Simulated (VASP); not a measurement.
# CdTe (I-4m2) in VASP: further runs, part 3 of 3

VASP 6.6.1. The steps go on from the part before.

## Step 5: Single point, PBE (strain +0.015 along x and y, +0.030 along z)

File INCAR:

```
PREC = Accurate
ENCUT = 520
EDIFF = 1E-6
ISMEAR = 0
SIGMA = 0.05
LREAL = False
LASPH = True
NELM = 60
ALGO = Normal
ISIF = 2
LWAVE = False
LCHARG = False
GGA = PE
NBANDS = 16
```

File KPOINTS:

```
regular mesh
0
Gamma
  8 8 8
```

File POSCAR:

```
CdTe
1.0
    0.0000000000      3.2530750000      3.3011500000
    3.2530750000      0.0000000000      3.3011500000
    3.2530750000      3.2530750000      0.0000000000
Cd Te
1 1
Direct
    0.0000000000      0.0000000000      0.0000000000
    0.7500000000      0.7500000000      0.7500000000
```

Potentials or basis: VASP PAW PBE potentials, release 64 (Cd, Te).

Run with:

```
cat potpaw_PBE.64/Cd/POTCAR potpaw_PBE.64/Te/POTCAR > POTCAR
mpirun -np 1 vasp_std > vasp.out
```

OUTCAR:

```text
PREC = Accurate
   ENCUT = 520
   EDIFF = 1E-6
   ISMEAR = 0
   LREAL = False
   LASPH = True
   NELM = 60
   ISIF = 2
   GGA = PE

 ion  position               nearest neighbor table
   1  0.000  0.000  0.000-   2 2.83   2 2.83   2 2.83   2 2.83
   2  0.750  0.750  0.750-   1 2.83   1 2.83   1 2.83   1 2.83

  LATTYP: Found a body centered tetragonal cell.
 ALAT       =     4.6005427844
 C/A-ratio  =     1.4351132702

  Lattice vectors:

 A1 = (  -3.2530750000,   0.0000000000,   3.3011500000)
 A2 = (   3.2530750000,   0.0000000000,   3.3011500000)
 A3 = (   0.0000000000,   3.2530750000,  -3.3011500000)

Analysis of symmetry for initial positions (statically):
=====================================================================
 Subroutine PRICEL returns:
 Original cell was already a primitive cell.

 Routine SETGRP: Setting up the symmetry group for a
 body centered tetragonal supercell.

 Subroutine GETGRP returns: Found  8 space group operations
 (whereof  8 operations were pure point group operations)
 out of a pool of 16 trial point group operations.

[... 156 lines left out ...]
  ---------------------------------------------------
  ext. energy  EPLUGINS =         0.00000000
  ---------------------------------------------------
  free energy    TOTEN  =        -4.79868184 eV

  energy without entropy =       -4.79868184  energy(sigma->0) =       -4.79868184

 E-fermi :   2.3965     XC(G=0):  -8.4689

 val. band max:        2.1267160848   @ k =   0.0000   0.0000   0.0000
 cond. band min:       2.8018586259   @ k =   0.0000   0.0000   0.0000
 fundamental gap:      0.6751425412
 Fermi energy:         2.3965072466

 k-point     1 :       0.0000    0.0000    0.0000
  band No.  band energies     occupation
      1      -8.9150      2.00000
      2      -6.0895      2.00000
      3      -6.0859      2.00000
      4      -6.0859      2.00000
      5      -5.8466      2.00000
      6      -5.8448      2.00000
[... 433 lines left out ...]
      3      -6.0221      2.00000
      4      -5.8674      2.00000
      5      -5.8345      2.00000
      6      -5.6980      2.00000
[... 8 lines left out ...]
     15      11.2954      0.00000
     16      11.8788      0.00000

 [... further k-points ...]
[... 5 lines left out ...]
  --------------------------------------------------------------------------------------
  -------------------------------------------------------------------------------------
  Total        0.7009300      0.7009300      0.5997562      0.0000000      0.0000000      0.0000000
  in kB       16.0731795     16.0731795     13.7531426      0.0000000      0.0000000      0.0000000
  external PRESSURE =      15.2998339 kB  Pullay stress =       0.0000000 kB

 VOLUME and BASIS-vectors are now :
 -----------------------------------------------------------------------------
  energy-cutoff  :      520.00
  volume of cell :       69.87
      direct lattice vectors                 reciprocal lattice vectors
     0.000000000  3.253075000  3.301150000    -0.153700729  0.153700729  0.151462369
     3.253075000  0.000000000  3.301150000     0.153700729 -0.153700729  0.151462369
     3.253075000  3.253075000  0.000000000     0.153700729  0.153700729 -0.151462369

 POSITION                                       TOTAL-FORCE (eV/Angst)
 -----------------------------------------------------------------------------------
      0.00000      0.00000      0.00000        -0.000000     -0.000000     -0.000000
      4.87961      4.87961      4.95172         0.000000      0.000000      0.000000
 -----------------------------------------------------------------------------------
    total drift:                                0.000000      0.000000      0.000001

  FREE ENERGIE OF THE ION-ELECTRON SYSTEM (eV)
  ---------------------------------------------------
  free  energy   TOTEN  =        -4.7986818424 eV

  energy  without entropy=       -4.7986818424  energy(sigma->0) =       -4.79868184
```

OSZICAR:

```text
N       E                     dE             d eps       ncg     rms          rms(c)
DAV:   1     0.101191227937E+03    0.10119E+03   -0.82199E+03  1888   0.969E+02
DAV:   2    -0.144493367923E+01   -0.10264E+03   -0.97362E+02  2224   0.236E+02
DAV:   3    -0.499661167788E+01   -0.35517E+01   -0.35459E+01  2320   0.462E+01
DAV:   4    -0.502959759591E+01   -0.32986E-01   -0.32984E-01  2856   0.388E+00
DAV:   5    -0.502966923512E+01   -0.71639E-04   -0.71639E-04  2496   0.175E-01    0.532E+00
DAV:   6    -0.481253813553E+01    0.21713E+00   -0.37349E-01  2264   0.717E+00    0.439E+00
DAV:   7    -0.479733679047E+01    0.15201E-01   -0.10551E-01  2288   0.208E+00    0.170E+00
DAV:   8    -0.479825828964E+01   -0.92150E-03   -0.10363E-02  2104   0.115E+00    0.459E-01
DAV:   9    -0.479858743429E+01   -0.32914E-03   -0.96443E-04  2280   0.322E-01    0.103E-01
DAV:  10    -0.479864261897E+01   -0.55185E-04   -0.11061E-04  2432   0.102E-01    0.550E-02
DAV:  11    -0.479868276387E+01   -0.40145E-04   -0.80883E-05  2176   0.565E-02    0.379E-02
DAV:  12    -0.479868184236E+01    0.92151E-06   -0.31990E-06  2304   0.140E-02
   1 F= -.47986818E+01 E0= -.47986818E+01  d E =-.249867E-16
```

stdout:

```text
POSCAR found type information on POSCAR CdTe
 POSCAR found :  2 types and       2 ions
 scaLAPACK will be used
 LDA part: xc-table for (Slater+PW92), standard interpolation
 POSCAR, INCAR and KPOINTS ok, starting setup
 FFT: planning ... GRIDC
 FFT: planning ... GRID_SOFT
 FFT: planning ... GRID
 WAVECAR not read
 entering main loop
```

It took 84 s on 1 thread of Intel Xeon 8259CL, shared host; peak memory 0.25 GiB.

Results:

```
Free energy            : -4.7987 eV
Pressure               : 1.5 GPa
Band gap on the k mesh : 0.68 eV
```

Caveat: the cell differs from its parent crystal (strain +0.015 along x and y, +0.030 along z); semilocal functionals underestimate gaps, and a narrow one can read as zero; spin-orbit coupling is left out, which moves the levels of the heavy elements.

## Step 6: Single point, PBE (strain +0.030 along x and y, +0.015 along z)

File INCAR:

```
ALGO = Normal
EDIFF = 1E-7
ENCUT = 520
GGA = PE
ISIF = 2
ISMEAR = 0
LASPH = True
LCHARG = False
LREAL = False
LWAVE = False
NBANDS = 16
NELM = 100
PREC = Accurate
SIGMA = 0.05
```

File KPOINTS:

```
k-points
0
Gamma
  8 8 8
```

File POSCAR:

```
CdTe
1.0
    0.0000000000      3.3011500000      3.2530750000
    3.3011500000      0.0000000000      3.2530750000
    3.3011500000      3.3011500000      0.0000000000
Cd Te
1 1
Direct
    0.0000000000      0.0000000000      0.0000000000
    0.7500000000      0.7500000000      0.7500000000
```

Potentials or basis: VASP PAW PBE potentials, release 64 (Cd, Te).

Run with:

```
cat potpaw_PBE.64/Cd/POTCAR potpaw_PBE.64/Te/POTCAR > POTCAR
mpirun -np 1 vasp_std > vasp.out
```

OUTCAR:

```text
EDIFF = 1E-7
   ENCUT = 520
   GGA = PE
   ISIF = 2
   ISMEAR = 0
   LASPH = True
   LREAL = False
   NELM = 100
   PREC = Accurate

 ion  position               nearest neighbor table
   1  0.000  0.000  0.000-   2 2.85   2 2.85   2 2.85   2 2.85
   2  0.750  0.750  0.750-   1 2.85   1 2.85   1 2.85   1 2.85

  LATTYP: Found a body centered tetragonal cell.
 ALAT       =     4.6685311014
 C/A-ratio  =     1.3936182192

  Lattice vectors:

 A1 = (   0.0000000000,  -3.3011500000,  -3.2530750000)
 A2 = (   0.0000000000,   3.3011500000,  -3.2530750000)
 A3 = (   3.3011500000,   0.0000000000,   3.2530750000)

Analysis of symmetry for initial positions (statically):
=====================================================================
 Subroutine PRICEL returns:
 Original cell was already a primitive cell.

 Routine SETGRP: Setting up the symmetry group for a
 body centered tetragonal supercell.

 Subroutine GETGRP returns: Found  8 space group operations
 (whereof  8 operations were pure point group operations)
 out of a pool of 16 trial point group operations.

The static configuration has the point symmetry D_2d.

Analysis of symmetry for dynamics (positions and initial velocities):
=====================================================================
 Subroutine PRICEL returns:
 Original cell was already a primitive cell.

 Routine SETGRP: Setting up the symmetry group for a
 body centered tetragonal supercell.

 Subroutine GETGRP returns: Found  8 space group operations
 (whereof  8 operations were pure point group operations)
 out of a pool of 16 trial point group operations.

The dynamic configuration has the point symmetry D_2d.

 Subroutine INISYM returns: Found  8 space group operations
 (whereof  8 operations are pure point group operations),
 and found     1 'primitive' translations

----------------------------------------------------------------------------------------

                                     Primitive cell

  volume of cell :      70.9014

  direct lattice vectors                    reciprocal lattice vectors
     0.000000000  3.301150000  3.253075000    -0.151462369  0.151462369  0.153700729
     3.301150000  0.000000000  3.253075000     0.151462369 -0.151462369  0.153700729
     3.301150000  3.301150000  0.000000000     0.151462369  0.151462369 -0.153700729

  length of vectors
     4.634661614  4.634661614  4.668531101     0.263639171  0.263639171  0.263639171

  position of ions in fractional coordinates (direct lattice)
     0.000000000  0.000000000  0.000000000
     0.750000000  0.750000000  0.750000000

  ion indices of the primitive-cell ions
   primitive index   ion index
                 1           1
                 2           2

----------------------------------------------------------------------------------------

 KPOINTS: k-points

Automatic generation of k-mesh.
 Grid dimensions read from file:
 generate k-points for:    8    8    8

 Generating k-lattice:

  Cartesian coordinates                     Fractional coordinates (reciprocal lattice)
    -0.018932796  0.018932796  0.019212591     0.125000000  0.000000000  0.000000000
     0.018932796 -0.018932796  0.019212591     0.000000000  0.125000000  0.000000000
     0.018932796  0.018932796 -0.019212591     0.000000000  0.000000000  0.125000000

  Length of vectors
     0.032954896  0.032954896  0.032954896

  Shift w.r.t. Gamma in fractional coordinates (k-lattice)
     0.000000000  0.000000000  0.000000000

 Subroutine IBZKPT returns following result:
 ===========================================

 Found     59 irreducible k-points:

 Following reciprocal coordinates:
            Coordinates               Weight
  0.000000  0.000000  0.000000      1.000000
  0.125000  0.000000  0.000000      8.000000
  0.250000  0.000000  0.000000      8.000000
  0.375000  0.000000  0.000000      8.000000
  0.500000  0.000000  0.000000      4.000000
  0.125000  0.125000  0.000000      2.000000
[... 16 lines left out ...]
  0.250000  0.000000  0.125000     16.000000
  0.375000  0.000000  0.125000     16.000000
 [... further k-points ...]
   k-points           NKPTS =     59   k-points in BZ     NKDIM =     59   number of bands    NBANDS=     16
   number of dos      NEDOS =    301   number of ions     NIONS =      2
   total plane-waves  NPLWV =  46656
   dimension x,y,z NGX =    36 NGY =   36 NGZ =   36
   dimension x,y,z NGXF=    72 NGYF=   72 NGZF=   72
   ions per type =               1   1
   NGX,Y,Z   is equivalent  to a cutoff of  12.91, 12.91, 12.82 a.u.
   NGXF,Y,Z  is equivalent  to a cutoff of  25.83, 25.83, 25.64 a.u.
 SYSTEM =  unknown system
   PREC   = accura    normal or accurate (medium, high low for compatibility)
   ISTART =      0    job   : 0-new  1-cont  2-samecut
   ICHARG =      2    charge: 1-file 2-atom 10-const
   ISPIN  =      1    spin polarized calculation?
   LNONCOLLINEAR =      F non collinear calculations
   LSORBIT =      F    spin-orbit coupling
   LASPH  =      T    aspherical Exc in radial PAW
   ENCUT  =  520.0 eV  38.22 Ry    6.18 a.u.   8.62  8.62  8.68*2*pi/ulx,y,z
   NELM   =    100;   NELMIN=  2; NELMDL= -5     # of ELM steps
   EDIFF  = 0.1E-06   stopping-criterion for ELM
   LREAL  =      F    real-space projection
   EDIFFG = 0.1E-05   stopping-criterion for IOM
   NSW    =      0    number of steps for IOM
   IBRION =     -1    ionic relax: 0-MD 1-quasi-New 2-CG
   NFREE  =      0    steps in history (QN), initial steepest desc. (CG)
   ISIF   =      2    stress and relaxation
   ISYM   =      2    0-nonsym 1-usesym 2-fastsym
   POTIM  = 0.5000    time-step for ionic-motion
   TEBEG  =    0.0;   TEEND  =   0.0 temperature during run
   PSTRESS=    0.0 pullay stress
   NELECT =      18.0000    total number of electrons
   NUPDOWN=      -1.0000    fix difference up-down
   EMIN   =  10.00;   EMAX   =-10.00  energy-range for DOS
   EFERMI =   0.00;   METHOD = LEGACY
   ISMEAR =     0;   SIGMA  =   0.05  broadening in eV -4-tet -1-fermi 0-gaus
   EFERMI_NEDOS =   21; number of points for ismear=-14 and -15
   IALGO  =     38    algorithm
   IMIX   =      4    mixing-type and parameters
     AMIX     =   0.40;   BMIX     =  1.00
     AMIX_MAG =   1.60;   BMIX_MAG =  1.00
  volume/ion in A,a.u.               =      35.45       239.23
  Fermi-wavevector in a.u.,A,eV,Ry     =   1.036607  1.958903 14.620196  1.074554
  Thomas-Fermi vector in A             =   2.171006
   LORBIT       =      0    0 simple, 1 ext, 2 COOP (PROOUT), +10 PAW based schemes
   GGA     = PE    functional components
   LHFCALC =     F    Hartree Fock is set to
   AEXX    =    0.0000 exact exchange contribution
   IVDW    =     0    specifies the selected vdW correction
   LEPSILON=     F    determine dielectric tensor
   LRPA    =     F    only Hartree local field effects (RPA)
 non-spin polarized calculation
 Gauss-broadening in eV      SIGMA  =   0.05
  energy-cutoff  :      520.00
  volume of cell :       70.90
 maximum number of plane-waves:      1930
 NGX is ok and might be reduce to    36
   NGX = 17   NGY = 17   NGZ = 17

 number of electron      18.0000006 magnetization

 Free energy of the ion-electron system (eV)
  ---------------------------------------------------
  ext. energy  EPLUGINS =         0.00000000
  ---------------------------------------------------
  free energy    TOTEN  =        -4.80656818 eV

  energy without entropy =       -4.80656818  energy(sigma->0) =       -4.80656818

 E-fermi :   2.2712     XC(G=0):  -8.4042

 val. band max:        2.0134922649   @ k =   0.0000   0.0000   0.0000
 cond. band min:       2.6303347306   @ k =   0.0000   0.0000   0.0000
 fundamental gap:      0.6168424658
 Fermi energy:         2.2711900019

 k-point     1 :       0.0000    0.0000    0.0000
  band No.  band energies     occupation
      1      -8.9631      2.00000
      2      -6.1712      2.00000
      3      -6.1712      2.00000
      4      -6.1677      2.00000
      5      -5.9396      2.00000
      6      -5.9381      2.00000
[... 8 lines left out ...]
     15      11.1711      0.00000
     16      11.3617      0.00000
[... 419 lines left out ...]
 k-point    24 :       0.3750    0.0000    0.1250
  band No.  band energies     occupation
      1      -8.6644      2.00000
      2      -6.1178      2.00000
      3      -6.1066      2.00000
      4      -5.9566      2.00000
      5      -5.9289      2.00000
      6      -5.7975      2.00000
[... 8 lines left out ...]
     15      11.1322      0.00000
     16      11.7090      0.00000

 [... further k-points ...]
[... 5 lines left out ...]
  --------------------------------------------------------------------------------------
  -------------------------------------------------------------------------------------
  Total        0.3748336      0.3748336      0.4743599      0.0000000      0.0000000     -0.0000000
  in kB        8.4702155      8.4702155     10.7192381      0.0000000      0.0000000     -0.0000000
  external PRESSURE =       9.2198897 kB  Pullay stress =       0.0000000 kB

 VOLUME and BASIS-vectors are now :
 -----------------------------------------------------------------------------
  energy-cutoff  :      520.00
  volume of cell :       70.90
      direct lattice vectors                 reciprocal lattice vectors
     0.000000000  3.301150000  3.253075000    -0.151462369  0.151462369  0.153700729
     3.301150000  0.000000000  3.253075000     0.151462369 -0.151462369  0.153700729
     3.301150000  3.301150000  0.000000000     0.151462369  0.151462369 -0.153700729

 POSITION                                       TOTAL-FORCE (eV/Angst)
 -----------------------------------------------------------------------------------
      0.00000      0.00000      0.00000         0.000000      0.000000     -0.000000
      4.95172      4.95172      4.87961        -0.000000     -0.000000      0.000000
 -----------------------------------------------------------------------------------
    total drift:                                0.000000      0.000000      0.000000

  FREE ENERGIE OF THE ION-ELECTRON SYSTEM (eV)
  ---------------------------------------------------
  free  energy   TOTEN  =        -4.8065681808 eV

  energy  without entropy=       -4.8065681808  energy(sigma->0) =       -4.80656818
```

OSZICAR:

```text
N       E                     dE             d eps       ncg     rms          rms(c)
DAV:   1     0.103278803467E+03    0.10328E+03   -0.83099E+03  1888   0.974E+02
DAV:   2    -0.121267530449E+01   -0.10449E+03   -0.99404E+02  2304   0.236E+02
DAV:   3    -0.500193179729E+01   -0.37893E+01   -0.37819E+01  2368   0.469E+01
DAV:   4    -0.503881181590E+01   -0.36880E-01   -0.36878E-01  2808   0.401E+00
DAV:   5    -0.503890122342E+01   -0.89408E-04   -0.89407E-04  2496   0.190E-01    0.516E+00
DAV:   6    -0.482029661440E+01    0.21860E+00   -0.37539E-01  2320   0.709E+00    0.428E+00
DAV:   7    -0.480519595122E+01    0.15101E-01   -0.10359E-01  2360   0.205E+00    0.167E+00
DAV:   8    -0.480613620589E+01   -0.94025E-03   -0.10109E-02  2104   0.113E+00    0.449E-01
DAV:   9    -0.480647260141E+01   -0.33640E-03   -0.96552E-04  2336   0.317E-01    0.990E-02
DAV:  10    -0.480652818009E+01   -0.55579E-04   -0.10876E-04  2408   0.101E-01    0.548E-02
DAV:  11    -0.480656927556E+01   -0.41095E-04   -0.81911E-05  2224   0.554E-02    0.379E-02
DAV:  12    -0.480656833295E+01    0.94261E-06   -0.32501E-06  2248   0.136E-02    0.226E-02
DAV:  13    -0.480656809564E+01    0.23731E-06   -0.71424E-07  2480   0.389E-03    0.128E-02
DAV:  14    -0.480656818079E+01   -0.85146E-07   -0.85319E-07  2152   0.528E-03
   1 F= -.48065682E+01 E0= -.48065682E+01  d E =-.160284E-15
```

It took 97 s on 1 thread of Intel Xeon 8259CL, shared host; peak memory 0.25 GiB.

Results:

```yaml
Free_energy: -4.8066 eV
Pressure: 0.9 GPa
Band_gap_on_the_k_mesh: 0.62 eV
```

Stress tensor (GPa, compression positive):
```
0.85 0.00 0.00
0.00 0.85 0.00
0.00 0.00 1.07
```

Caveat: the cell differs from its parent crystal (strain +0.030 along x and y, +0.015 along z); semilocal functionals underestimate gaps, and a narrow one can read as zero; spin-orbit coupling is left out, which moves the levels of the heavy elements.

## Step 7: The runs side by side

| cell | gap on the mesh (eV) | pressure (GPa) |
| --- | --- | --- |
| a = 4.568, b = 4.568, c = 4.465 Å, angles 60.7, 60.7, 58.5°, 2 atoms | 0.81 | 4.4 |
| a = 4.601, b = 4.601, c = 4.533 Å, angles 60.5, 60.5, 59.0°, 2 atoms | 0.74 | 2.9 |
| a = 4.567, b = 4.567, c = 4.601 Å, angles 59.8, 59.8, 60.5°, 2 atoms | 0.75 | 2.9 |
| a = 4.635, b = 4.635, c = 4.601 Å, angles 60.2, 60.2, 59.5°, 2 atoms | 0.68 | 1.5 |
| a = 4.635, b = 4.635, c = 4.669 Å, angles 59.8, 59.8, 60.5°, 2 atoms | 0.62 | 0.9 |

Alike in all rows: task single point; level PBE; potentials or basis VASP PAW PBE potentials, release 64 (Cd, Te); no spin polarisation; k mesh 8 × 8 × 8; cutoff (eV) 520; smearing gaussian 0.05 eV.

Caveats: spin-orbit coupling is left out, which moves the levels of the heavy elements; semilocal functionals underestimate gaps, and a narrow one can read as zero (at least some runs); the cell stands under pressure (at least some runs).

Absolute energies hang on the potentials; compare differences alone.
